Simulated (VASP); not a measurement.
# MnSb: relaxation of cell and atoms with PBE+U

The system is MnSb.

```
Sb Mn
1.0
     4.15000    0.00000    0.00000
    -2.07500    3.59401    0.00000
     0.00000    0.00000    5.78000
Sb Mn
2 2
Direct
  0.66667 0.33333 0.75000
  0.33333 0.66667 0.25000
  0.00000 0.00000 0.50000
  0.00000 0.00000 0.00000
```

- Program: VASP 6.6.1
- Task: relaxation of cell and atoms
- Functional: PBE
- Potentials or basis: VASP PAW PBE potentials, release 64 (Sb, Mn_pv)
- Cutoff: 600 eV
- k mesh: 7 × 7 × 5
- Occupations: fermi-dirac, width 0.05 eV
- Spin: collinear spin, ferromagnetic start
- Starting moments: [0.0, 0.0, 4.0, 4.0] μB
- Hubbard terms: Mn d U = 7.0 eV
- Dipole correction: no
- Further INCAR settings: ALGO = Normal; EDIFF = 1e-06; IBRION = 2; EDIFFG = -0.01; NSW = 60; ISIF = 3

```json
{
 "Relaxed volume": "24.83 Å³/atom",
 "Relaxed cell": "a = 4.298 Å, b = 4.298 Å, c = 6.211 Å, α = 90.00°, β = 90.00°, γ = 120.00°",
 "Space group after relaxing (to 0.1 Å)": "P6_3/mmc (No. 194)",
 "Pressure after relaxing": "0.1 GPa",
 "Net moment": "-4.63 μB per cell",
 "Site moments": "Sb +0.23; Mn -2.68 μB",
 "Valence electrons inside the program's atomic spheres": "Sb 2.45; Mn 11.34"
}
```

Final structure:
```cif
data_structure
_symmetry_space_group_name_H-M 'P 1'
_symmetry_Int_Tables_number 1
_cell_length_a 4.2976
_cell_length_b 4.2976
_cell_length_c 6.2106
_cell_angle_alpha 90.000
_cell_angle_beta 90.000
_cell_angle_gamma 120.000
_cell_volume 99.34
loop_
_atom_site_label
_atom_site_type_symbol
_atom_site_fract_x
_atom_site_fract_y
_atom_site_fract_z
_atom_site_occupancy
Sb1 Sb 0.66667 0.33333 0.75000 1
Sb2 Sb 0.33333 0.66667 0.25000 1
Mn1 Mn 0.00000 0.00000 0.50000 1
Mn2 Mn 0.00000 0.00000 0.00000 1
```

Levels at points of the mesh, in eV from the Fermi level:
Spin up:
| k point | band 14 | band 15 | band 16 | band 17 | band 18 | band 19 |
| --- | --- | --- | --- | --- | --- | --- |
| (0.00, 0.00, 0.00) | 0.42 | 0.42 | 1.85 | 2.25 | 2.25 | 2.29 |
Spin down:
```
           k point  band 17  band 18  band 19  band 20  band 21  band 22  band 23  band 24
(0.00, 0.00, 0.00)    -4.69     0.17     0.57     0.57     1.24     1.24     2.19     2.95
```

Eigenvalues of the final occupation matrices:
```tsv
site	spin	trace	eigenvalues
site 3 d	1	1.13	0.01 0.01 0.09 0.09 0.92
site 3 d	2	3.77	0.05 0.92 0.92 0.93 0.93
site 4 d	1	1.13	0.01 0.01 0.09 0.09 0.92
site 4 d	2	3.77	0.05 0.92 0.92 0.93 0.93
```

Run time: 47 min on 1 thread of Intel Xeon 8259CL (shared host), peak memory 0.33 GiB.

Caveat: the volume moved by over 15 % at a fixed basis, so the end points are rough; spin-orbit coupling is left out, which moves the levels of the heavy elements; the run started ferromagnetic, and an antiferromagnetic order may lie lower in energy; the U is typed as a test and isn't derived for this compound. Zero-point motion and thermal expansion aren't in these numbers.
